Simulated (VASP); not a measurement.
Here is a VASP 6.6.1 calculation.

INCAR

```
PREC = Accurate
ENCUT = 520
EDIFF = 1E-6
ISMEAR = 0
SIGMA = 0.1
LREAL = False
LASPH = True
NELM = 100
ALGO = Normal
ISIF = 2
LWAVE = False
LCHARG = False
GGA = PE
NBANDS = 41
```

Contents of KPOINTS:

```
Automatic mesh
0
Gamma
  8 8 8
```

File POSCAR:

```
Ti3Si4Ni
1.0
    4.6670112337      0.0000000000      0.0000000000
    0.0000000000      4.6670112337      0.0000000000
    0.0000000000      0.0000000000      5.2152454789
Ti Si Ni
3 4 1
Direct
    0.0000000000      0.5000000000      0.3661431024
    0.5000000000      0.0000000000      0.3661431024
    0.0000000000      0.0000000000      0.6223902349
    0.0000000000      0.5000000000      0.8685615810
    0.5000000000      0.0000000000      0.8685615810
    0.0000000000      0.0000000000      0.1175415220
    0.5000000000      0.5000000000      0.1349219078
    0.5000000000      0.5000000000      0.6557369688
```

Potentials or basis: VASP PAW PBE potentials, release 64 (Ti_sv, Si, Ni).

Command:

```sh
$ cat potpaw_PBE.64/Ti_sv/POTCAR potpaw_PBE.64/Si/POTCAR potpaw_PBE.64/Ni/POTCAR > POTCAR
$ mpirun -np 1 vasp_std > vasp.out
```

Question: Estimate the pressure.

Answer: 0.0 GPa.

Question: Predict the largest force.

Answer: 0.006 eV/Å.

Question: What does it give for the band gap on the k mesh?

Answer: Zero (bands 31 and 32 overlap by 0.52 eV).

Stress tensor (GPa, compression positive):
```
-0.01  0.00  0.00
 0.00 -0.01  0.00
 0.00  0.00 -0.11
```

Spin polarisation is off, so any magnetic state and its effect on volume and gap are missing.
